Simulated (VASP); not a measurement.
Ag: single point with r2SCAN

The system is Ag.

```
Ag
1.0
     0.00000    2.04310    1.98181
     2.04310    0.00000    1.98181
     2.04310    2.04310    0.00000
Ag
1
Direct
  0.00000 0.00000 0.00000
```

This cell differs from its parent crystal: strain +0.000 along x and y, -0.030 along z.

* Program: VASP 6.6.1
* Task: single point
* Functional: r2SCAN
* Potentials or basis: VASP PAW PBE potentials, release 64 (Ag)
* Cutoff: 520 eV
* k mesh: 20 × 20 × 20
* Occupations: gaussian, width 0.15 eV
* Spin: no spin polarisation
* Dipole correction: no
* Further INCAR settings: ALGO = Normal; EDIFF = 1e-06; NBANDS = 12

```
Pressure               : 5.4 GPa
Band gap on the k mesh : zero (an odd number of electrons rules out a gap without spin polarisation)
```

Stress tensor (GPa, compression positive):
```
4.98 0.00 0.00
0.00 4.98 0.00
0.00 0.00 6.17
```

Levels at points of the mesh, in eV from the Fermi level:
```csv
k point,band 3,band 4,band 5,band 6,band 7,band 8,band 9,band 10
"(0.00, 0.00, 0.00)",-5.34,-5.14,-4.28,-4.07,16.72,20.48,20.48,20.94
"(0.50, 0.00, 0.00)",-5.20,-3.36,-3.26,-0.44,3.87,15.90,18.57,19.37
"(0.50, 0.50, 0.00)",-3.35,-3.07,-3.07,2.06,7.74,10.91,10.91,17.68
"(0.50, 0.00, 0.50)",-3.35,-3.16,-3.01,1.50,6.94,11.46,11.52,18.23
```

It took 3 min on 1 thread of Intel(R) Xeon(R) 6975P-C (Granite Rapids) (shared host), peak memory 0.24 GiB.

Caveat: the cell differs from its parent crystal (strain +0.000 along x and y, -0.030 along z); the cell stands under pressure; the PAW data sets were made with another functional, which shifts forces and pressure a little.
